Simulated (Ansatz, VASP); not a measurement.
**Zn3In4O in VASP and in Ansatz**

```
CELL_PARAMETERS angstrom
3.27064 0.00000 0.00000
0.00000 3.27064 0.00000
0.00000 0.00000 16.79181
ATOMIC_POSITIONS crystal
Zn 0.00000 0.00000 0.50000
Zn 0.00000 0.00000 0.77088
Zn 0.00000 0.00000 0.22912
In 0.50000 0.00000 0.90858
In 0.50000 0.00000 0.36480
In 0.00000 0.50000 0.63520
In 0.00000 0.50000 0.09142
O 0.00000 0.00000 0.00000
```

Change from the starting cell: species swapped into the Pt4SeS3 type (P-4m2, No. 115).

Alike in both runs: functional PBE; k mesh 5 × 5 × 2; occupations gaussian, width 0.2 eV; no spin polarisation.

Ansatz relaxed the structure, and its values are those at the end. VASP's run is a single point on that final structure, the one shown.

```csv
,VASP,Ansatz
version,VASP 6.6.1,Ansatz 0.2.0
potentials or method,"VASP PAW PBE potentials, release 64 (Zn, In_d, O), cutoff 520 eV","scalar-relativistic, plane waves, PAW"
valence electrons in the cell,94,94
```

VASP gave:

| Item | Value |
| --- | --- |
| gap on the k mesh at the Fermi level (eV) | none |
| pressure (GPa) | -0.1 |
| rms of the force components (eV/Å) | 0.025 |

Problem. What did Ansatz give for the same quantities?

Solution. gap on the k mesh at the Fermi level (eV): none; pressure (GPa): -0.1; rms of the force components (eV/Å): 0.019.

A gap of «none» marks a metal or a gap that the smearing closes.

The k mesh is coarse, so the values compare programs but aren't converged.
